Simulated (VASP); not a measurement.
Set up this calculation in VASP 6.6.1, as the native input.

| Quantity | Value |
| --- | --- |
| Task | single point |
| Functional | PBE |
| Potentials or basis | VASP PAW PBE potentials, release 64 (Co, Cl) |
| Cutoff | 520 eV |
| k mesh | 6 × 6 × 6 |
| Occupations | gaussian, width 0.1 eV |
| Spin | collinear spin, ferromagnetic start |
| Starting moments | [2.21, 0.0] μB |
| Dipole correction | no |
| Further INCAR settings | ALGO = Normal; EDIFF = 1e-06; NBANDS = 19 |

The structure of CoCl lies in POSCAR:

```
CoCl
1.0
    3.0755950481      0.0000000000      0.0000000000
    0.0000000000      3.0755950481      0.0000000000
    0.0000000000      0.0000000000      3.0755950481
Co Cl
1 1
Direct
    0.0000000000      0.0000000000      0.0000000000
    0.5000000000      0.5000000000      0.5000000000
```

These files were run (other wordings do the same):

INCAR

```
SYSTEM = CoCl
ALGO     = Normal         ! electronic algorithm
EDIFF    = 1E-6           ! SCF threshold, eV
ENCUT    = 520            ! plane-wave cutoff, eV
GGA      = PE             ! functional
ISIF     = 2              ! what is computed and relaxed
ISMEAR   = 0              ! smearing method
ISPIN    = 2              ! spin polarisation
LASPH    = .True.         ! aspherical terms in the spheres
LCHARG   = .True.         ! write CHGCAR
LELF     = .True.         ! ELF
LMAXMIX  = 4              ! l up to which the mixer works
LORBIT   = 11             ! projections on sites
LREAL    = .False.        ! projectors in reciprocal space
LVHAR    = .True.       
LWAVE    = .False.        ! write WAVECAR
MAGMOM   = 2.21 0         ! initial moments
NBANDS   = 19             ! bands
NELM     = 150            ! most SCF steps
PREC     = Accurate       ! precision mode
SIGMA    = 0.1            ! smearing width, eV
```

KPOINTS

```
k-points
0
Gamma
  6 6 6
  0 0 0
```

Potentials or basis: VASP PAW PBE potentials, release 64 (Co, Cl).

Run with:

```console
$ cat potpaw_PBE.64/Co/POTCAR potpaw_PBE.64/Cl/POTCAR > POTCAR
$ mpirun -np 1 vasp_std > vasp.out
```

Results of the run:

- Pressure: -0.2 GPa
- Band gap on the k mesh: zero (filled and empty bands overlap)
- Net moment: 2.01 μB per cell
- Site moments: Co +1.91; Cl +0.15 μB
- Valence electrons inside the program's atomic spheres: Co 7.80; Cl 5.06

Caveat: a cell with one magnetic atom can't hold antiferromagnetic order, which such compounds often take; semilocal functionals often make such compounds metallic where correlation or magnetic order opens a gap, which also shifts bond lengths.

It took 25 s on 1 thread of Intel(R) Xeon(R) Platinum 8259CL CPU @ 2.50GHz (Skylake/Cascade Lake) (shared host), peak memory 0.16 GiB.
